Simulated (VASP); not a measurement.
# BaF2: relaxation of cell and atoms with LDA

The system is BaF2.

```
Ba F
1.0
     0.00000    3.12300    3.12300
     3.12300    0.00000    3.12300
     3.12300    3.12300    0.00000
Ba F
1 2
Direct
  0.00000 0.00000 0.00000
  0.25000 0.25000 0.25000
  0.75000 0.75000 0.75000
```

- Program: VASP 6.6.1
- Task: relaxation of cell and atoms
- Functional: LDA
- Potentials or basis: VASP PAW LDA potentials, release 64 (Ba_sv, F)
- Cutoff: 600 eV
- k mesh: 6 × 6 × 6
- Occupations: fermi-dirac, width 0.02 eV
- Spin: no spin polarisation
- Dipole correction: no
- Further INCAR settings: ALGO = Normal; EDIFF = 1e-07; IBRION = 2; EDIFFG = -0.005; NSW = 80; ISIF = 3

The relaxed volume is 18.78 Å³/atom and the relaxed cell is a = 4.303 Å, b = 4.303 Å, c = 4.303 Å, α = 60.00°, β = 60.00°, γ = 60.00°. The space group after relaxing (to 0.1 Å) is Fm-3m (No. 225). The energy gained by relaxing is 23.7 meV/atom. The ionic steps are 3. The pressure after relaxing is 0.0 GPa and the band gap on the k mesh is 6.64 eV (least direct gap 6.74 eV).

Step by step:
| step | energy change (eV) | largest force (eV/Å) | pressure (GPa) | volume (Å³) |
| --- | --- | --- | --- | --- |
| 1 | 0.0000 | 0.0000 | -4.59 | 60.92 |
| 2 | -0.0703 | 0.0000 | 0.52 | 55.93 |
| 3 | -0.0710 | 0.0000 | 0.01 | 56.33 |

Final structure:
```cif
data_structure
_symmetry_space_group_name_H-M 'P 1'
_symmetry_Int_Tables_number 1
_cell_length_a 4.3028
_cell_length_b 4.3028
_cell_length_c 4.3028
_cell_angle_alpha 60.000
_cell_angle_beta 60.000
_cell_angle_gamma 60.000
_cell_volume 56.33
loop_
_atom_site_label
_atom_site_type_symbol
_atom_site_fract_x
_atom_site_fract_y
_atom_site_fract_z
_atom_site_occupancy
Ba1 Ba 0.00000 0.00000 0.00000 1
F1 F 0.25000 0.25000 0.25000 1
F2 F 0.75000 0.75000 0.75000 1
```

Levels at points of the mesh, in eV from the valence-band top:
```csv
k point,band 8,band 9,band 10,band 11,band 12,band 13,band 14,band 15,band 16
"(0.00, 0.00, 0.00)",-1.72,-1.72,-0.10,-0.10,-0.10,6.64,9.29,9.29,11.79
"(0.50, 0.00, 0.00)",-1.27,-0.75,-0.34,-0.15,-0.15,9.29,9.29,9.30,9.59
"(0.50, 0.50, 0.00)",-0.44,-0.44,-0.26,-0.26,-0.18,7.10,9.19,11.01,12.41
```

Run time: 39 s on 1 thread of Intel(R) Xeon(R) Platinum 8488C (Sapphire Rapids), on a shared host, peak memory 0.18 GiB.

Caveat: spin-orbit coupling is left out, which moves the levels of the heavy elements. LDA usually gives volumes a few per cent too small.
